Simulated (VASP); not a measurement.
# Mo (Im-3m) in VASP: further runs, part 2 of 2

VASP 6.6.1. The steps go on from the part before.

## 6. Single point, r2SCAN (16.57 Å³/atom)

This run uses another cell than the first one, of 16.57 Å³/atom.

Contents of POSCAR:

```
Mo
1.0
   -1.6061308044      1.6061308044      1.6061308044
    1.6061308044     -1.6061308044      1.6061308044
    1.6061308044      1.6061308044     -1.6061308044
Mo
1
Direct
    0.0000000000      0.0000000000      0.0000000000
```

Contents of INCAR.step1:

```
SYSTEM = Mo
  ALGO = Normal
  EDIFF = 1E-4
  ENCUT = 520
  GGA = PE
  ISMEAR = 0
  LASPH = .True.
  LCHARG = .False.
  LREAL = .False.
  LWAVE = .True.
  NBANDS = 13
  NELM = 80
  PREC = Accurate
  SIGMA = 0.1
```

Contents of INCAR.step2:

```
SYSTEM = Mo
  ALGO = Normal
  EDIFF = 1E-6
  ENCUT = 520
  ISIF = 2
  ISMEAR = 0
  ISTART = 1
  LASPH = .True.
  LCHARG = .False.
  LMIXTAU = .True.
  LREAL = .False.
  LWAVE = .False.
  METAGGA = R2SCAN
  NBANDS = 13
  NELM = 80
  PREC = Accurate
  SIGMA = 0.1
```

Contents of KPOINTS:

```
k-points
0
Gamma
  18 18 18
  0 0 0
```

Potentials or basis: VASP PAW PBE potentials, release 64 (Mo_sv).

Command:

```sh
cat potpaw_PBE.64/Mo_sv/POTCAR > POTCAR
cp INCAR.step1 INCAR
mpirun -np 1 vasp_std > vasp.out
cp INCAR.step2 INCAR
mpirun -np 1 vasp_std > vasp.out
```

OUTCAR:

```text
SYSTEM = Mo
   EDIFF = 1E-6
   ENCUT = 520
   ISIF = 2
   ISMEAR = 0
   ISTART = 1
   LASPH = .True.
   LREAL = .False.
   METAGGA = R2SCAN
   NELM = 80
   PREC = Accurate

 ion  position               nearest neighbor table
   1  0.000  0.000  0.000-

  LATTYP: Found a body centered cubic cell.
 ALAT       =     3.2122616088

  Lattice vectors:

 A1 = (  -1.6061308044,   1.6061308044,   1.6061308044)
 A2 = (   1.6061308044,  -1.6061308044,   1.6061308044)
 A3 = (   1.6061308044,   1.6061308044,  -1.6061308044)

Analysis of symmetry for initial positions (statically):
=====================================================================
 Subroutine PRICEL returns:
 Original cell was already a primitive cell.

 Routine SETGRP: Setting up the symmetry group for a
 body centered cubic supercell.

 Subroutine GETGRP returns: Found 48 space group operations
 (whereof 48 operations were pure point group operations)
 out of a pool of 48 trial point group operations.

The static configuration has the point symmetry O_h .

Analysis of symmetry for dynamics (positions and initial velocities):
=====================================================================
 Subroutine PRICEL returns:
 Original cell was already a primitive cell.

 Routine SETGRP: Setting up the symmetry group for a
 body centered cubic supercell.

 Subroutine GETGRP returns: Found 48 space group operations
 (whereof 48 operations were pure point group operations)
 out of a pool of 48 trial point group operations.

The dynamic configuration has the point symmetry O_h .

 Subroutine INISYM returns: Found 48 space group operations
 (whereof 48 operations are pure point group operations),
 and found     1 'primitive' translations

----------------------------------------------------------------------------------------

                                     Primitive cell

  volume of cell :      16.5731

  direct lattice vectors                    reciprocal lattice vectors
    -1.606130804  1.606130804  1.606130804     0.000000000  0.311307148  0.311307148
     1.606130804 -1.606130804  1.606130804     0.311307148  0.000000000  0.311307148
     1.606130804  1.606130804 -1.606130804     0.311307148  0.311307148  0.000000000

  length of vectors
     2.781900157  2.781900157  2.781900157     0.440254791  0.440254791  0.440254791

  position of ions in fractional coordinates (direct lattice)
     0.000000000  0.000000000  0.000000000

  ion indices of the primitive-cell ions
   primitive index   ion index
                 1           1

----------------------------------------------------------------------------------------

 KPOINTS: k-points

Automatic generation of k-mesh.
 Grid dimensions read from file:
 generate k-points for:   18   18   18

 Generating k-lattice:

  Cartesian coordinates                     Fractional coordinates (reciprocal lattice)
     0.000000000  0.017294842  0.017294842     0.055555556  0.000000000  0.000000000
     0.017294842  0.000000000  0.017294842     0.000000000  0.055555556  0.000000000
     0.017294842  0.017294842  0.000000000     0.000000000  0.000000000  0.055555556

  Length of vectors
     0.024458599  0.024458599  0.024458599

  Shift w.r.t. Gamma in fractional coordinates (k-lattice)
     0.000000000  0.000000000  0.000000000

 Subroutine IBZKPT returns following result:
 ===========================================

 Found    195 irreducible k-points:

 Following reciprocal coordinates:
            Coordinates               Weight
  0.000000  0.000000  0.000000      1.000000
  0.055556  0.000000  0.000000     12.000000
  0.111111  0.000000  0.000000     12.000000
  0.166667  0.000000  0.000000     12.000000
  0.222222  0.000000  0.000000     12.000000
  0.277778  0.000000  0.000000     12.000000
[... 16 lines left out ...]
  0.333333  0.111111  0.000000     48.000000
  0.388889  0.111111  0.000000     48.000000
 [... further k-points ...]
   k-points           NKPTS =    195   k-points in BZ     NKDIM =    195   number of bands    NBANDS=     13
   number of dos      NEDOS =    301   number of ions     NIONS =      1
   total plane-waves  NPLWV =  13824
   dimension x,y,z NGX =    24 NGY =   24 NGZ =   24
   dimension x,y,z NGXF=    48 NGYF=   48 NGZF=   48
   ions per type =               1
   NGX,Y,Z   is equivalent  to a cutoff of  14.34, 14.34, 14.34 a.u.
   NGXF,Y,Z  is equivalent  to a cutoff of  28.68, 28.68, 28.68 a.u.
 SYSTEM =  Mo
   PREC   = accura    normal or accurate (medium, high low for compatibility)
   ISTART =      1    job   : 0-new  1-cont  2-samecut
   ICHARG =      0    charge: 1-file 2-atom 10-const
   ISPIN  =      1    spin polarized calculation?
   LNONCOLLINEAR =      F non collinear calculations
   LSORBIT =      F    spin-orbit coupling
   LASPH  =      T    aspherical Exc in radial PAW
   ENCUT  =  520.0 eV  38.22 Ry    6.18 a.u.   5.17  5.17  5.17*2*pi/ulx,y,z
   NELM   =     80;   NELMIN=  2; NELMDL=  0     # of ELM steps
   EDIFF  = 0.1E-05   stopping-criterion for ELM
   LREAL  =      F    real-space projection
   EDIFFG = 0.1E-04   stopping-criterion for IOM
   NSW    =      0    number of steps for IOM
   IBRION =     -1    ionic relax: 0-MD 1-quasi-New 2-CG
   NFREE  =      0    steps in history (QN), initial steepest desc. (CG)
   ISIF   =      2    stress and relaxation
   ISYM   =      2    0-nonsym 1-usesym 2-fastsym
   POTIM  = 0.5000    time-step for ionic-motion
   TEBEG  =    0.0;   TEEND  =   0.0 temperature during run
   PSTRESS=    0.0 pullay stress
   NELECT =      14.0000    total number of electrons
   NUPDOWN=      -1.0000    fix difference up-down
   EMIN   =  10.00;   EMAX   =-10.00  energy-range for DOS
   EFERMI =   0.00;   METHOD = LEGACY
   ISMEAR =     0;   SIGMA  =   0.10  broadening in eV -4-tet -1-fermi 0-gaus
   EFERMI_NEDOS =   21; number of points for ismear=-14 and -15
   IALGO  =     38    algorithm
   IMIX   =      4    mixing-type and parameters
     AMIX     =   0.40;   BMIX     =  1.00
     AMIX_MAG =   1.60;   BMIX_MAG =  1.00
  volume/ion in A,a.u.               =      16.57       111.84
  Fermi-wavevector in a.u.,A,eV,Ry     =   1.547569  2.924481 32.585529  2.394969
  Thomas-Fermi vector in A             =   2.652643
   LORBIT       =      0    0 simple, 1 ext, 2 COOP (PROOUT), +10 PAW based schemes
   METAGGA = R2SCAN    functional components
   LHFCALC =     F    Hartree Fock is set to
   AEXX    =    0.0000 exact exchange contribution
   IVDW    =     0    specifies the selected vdW correction
   LEPSILON=     F    determine dielectric tensor
   LRPA    =     F    only Hartree local field effects (RPA)
 non-spin polarized calculation
 Gauss-broadening in eV      SIGMA  =   0.10
  energy-cutoff  :      520.00
  volume of cell :       16.57
 maximum number of plane-waves:       468
 NGX is ok and might be reduce to    24
   NGX = 11   NGY = 11   NGZ = 11

 number of electron      13.9999999 magnetization

 Free energy of the ion-electron system (eV)
  ---------------------------------------------------
  ext. energy  EPLUGINS =         0.00000000
  ---------------------------------------------------
  free energy    TOTEN  =       -26.04020987 eV

  energy without entropy =      -26.03742022  energy(sigma->0) =      -26.03881504

 E-fermi :  11.6244     XC(G=0): -14.2691

 val. band max:       11.5862500389   @ k =  -0.3333   0.3333   0.2222
 cond. band min:      11.6324925065   @ k =  -0.3889   0.4444   0.2778
 fundamental gap:      0.0462424676
 Fermi energy:        11.6244073933

 k-point     1 :       0.0000    0.0000    0.0000
  band No.  band energies     occupation
      1     -51.6006      2.00000
      2     -24.2028      2.00000
      3     -24.2028      2.00000
      4     -24.2028      2.00000
      5       4.1612      2.00000
      6      10.3094      2.00000
      7      10.3094      2.00000
      8      10.3094      2.00000
      9      13.4370      0.00000
     10      13.4370      0.00000
     11      27.0288      0.00000
     12      27.0288      0.00000
     13      27.0288      0.00000
[... 353 lines left out ...]
 k-point    24 :       0.3889    0.1111    0.0000
  band No.  band energies     occupation
      1     -51.3692      2.00000
      2     -25.3773      2.00000
      3     -24.6374      2.00000
      4     -24.2652      2.00000
      5       6.7821      2.00000
      6       8.4621      2.00000
      7      11.5168      1.87180
      8      13.2505      0.00000
      9      14.3340      0.00000
     10      16.7878      0.00000
     11      23.1330      0.00000
     12      24.7357      0.00000
     13      28.7166      0.00000

 [... further k-points ...]

------------------------ aborting loop because EDIFF is reached ----------------------------------------

  FORCE on cell =-STRESS in cart. coord.  units (eV):
  Direction    XX          YY          ZZ          XY          YZ          ZX
  --------------------------------------------------------------------------------------
  -------------------------------------------------------------------------------------
  Total       -1.3578855     -1.3578855     -1.3578855     -0.0000000     -0.0000000     -0.0000000
  in kB     -131.2716679   -131.2716679   -131.2716679     -0.0000000     -0.0000000     -0.0000000
  external PRESSURE =    -131.2716679 kB  Pullay stress =       0.0000000 kB

 VOLUME and BASIS-vectors are now :
 -----------------------------------------------------------------------------
  energy-cutoff  :      520.00
  volume of cell :       16.57
      direct lattice vectors                 reciprocal lattice vectors
    -1.606130804  1.606130804  1.606130804     0.000000000  0.311307148  0.311307148
     1.606130804 -1.606130804  1.606130804     0.311307148  0.000000000  0.311307148
     1.606130804  1.606130804 -1.606130804     0.311307148  0.311307148  0.000000000

 POSITION                                       TOTAL-FORCE (eV/Angst)
 -----------------------------------------------------------------------------------
      0.00000      0.00000      0.00000        -0.000000     -0.000000     -0.000000
 -----------------------------------------------------------------------------------
    total drift:                                0.000000      0.000000      0.000000

  FREE ENERGIE OF THE ION-ELECTRON SYSTEM (eV)
  ---------------------------------------------------
  free  energy   TOTEN  =       -26.0402098675 eV

  energy  without entropy=      -26.0374202156  energy(sigma->0) =      -26.03881504
```

OSZICAR.step1:

```text
N       E                     dE             d eps       ncg     rms          rms(c)
DAV:   1     0.923755855531E+02    0.92376E+02   -0.80243E+03  5107   0.110E+03
DAV:   2    -0.104594262846E+02   -0.10284E+03   -0.99133E+02  5810   0.311E+02
DAV:   3    -0.116170576927E+02   -0.11576E+01   -0.11545E+01  5685   0.329E+01
DAV:   4    -0.116198702029E+02   -0.28125E-02   -0.28124E-02  5620   0.194E+00
DAV:   5    -0.116198890578E+02   -0.18855E-04   -0.18854E-04  5649   0.143E-01    0.129E+01
DAV:   6    -0.109893303750E+02    0.63056E+00   -0.81202E-01  5210   0.109E+01    0.314E+00
DAV:   7    -0.109118034466E+02    0.77527E-01   -0.14065E-01  5625   0.429E+00    0.105E+00
DAV:   8    -0.109081218918E+02    0.36816E-02   -0.43225E-03  5275   0.838E-01    0.204E-01
DAV:   9    -0.109081970104E+02   -0.75119E-04   -0.12859E-04  5304   0.141E-01
   1 F= -.10908197E+02 E0= -.10906611E+02  d E =-.317109E-02
```

It took 67 s on 1 thread of Intel Xeon Platinum 8375C at 2.90GHz (Ice Lake), shared host; peak memory 0.17 GiB.

What came out:

```
Free energy            : -26.0402 eV
Pressure               : -13.1 GPa
Band gap on the k mesh : zero (bands 7 and 8 overlap by 5.12 eV)
```

Levels at points of the mesh, in eV from the Fermi level:
```tsv
k point	band 4	band 5	band 6	band 7	band 8	band 9	band 10	band 11
(0.00, 0.00, 0.00)	-35.83	-7.46	-1.32	-1.32	-1.32	1.81	1.81	15.40
(0.50, 0.00, 0.00)	-35.84	-5.24	-3.31	1.36	1.76	2.41	4.52	11.34
(0.50, 0.50, 0.50)	-36.69	-5.18	-5.18	3.81	3.81	3.81	9.01	9.01
```

Caveat: the cell stands under tension; the PAW data sets were made with another functional, which shifts forces and pressure a little.

## 7. Overview

```tsv
task	cell	k mesh	cutoff (eV)	smearing	gap on the mesh (eV)	pressure (GPa)
relaxation of cell and atoms	relaxed to 22 GPa from a = 2.663 Å, angles 109.5°, 1 atom	20 × 20 × 20	600	fermi-dirac 0.1 eV	none	22.0
single point	a = 2.673 Å, angles 109.5°, 1 atom	18 × 18 × 18	520	gaussian 0.1 eV	none	20.6
single point	a = 2.701 Å, angles 109.5°, 1 atom	18 × 18 × 18	520	gaussian 0.1 eV	none	10.1
single point	a = 2.755 Å, angles 109.5°, 1 atom	18 × 18 × 18	520	gaussian 0.1 eV	none	-6.5
single point	a = 2.782 Å, angles 109.5°, 1 atom	18 × 18 × 18	520	gaussian 0.1 eV	none	-13.1
```

Alike in all rows: level r2SCAN; potentials or basis VASP PAW PBE potentials, release 64 (Mo_sv); no spin polarisation.

Caveats: the PAW data sets were made with another functional, which shifts forces and pressure a little; the cell stands under pressure (at least some runs); the cell stands under tension (at least some runs); the cell is relaxed towards a set pressure, so the run minimises the enthalpy, not the energy (at least some runs).

Total energies depend on the potentials used, so only differences within one code and one set of settings carry meaning.
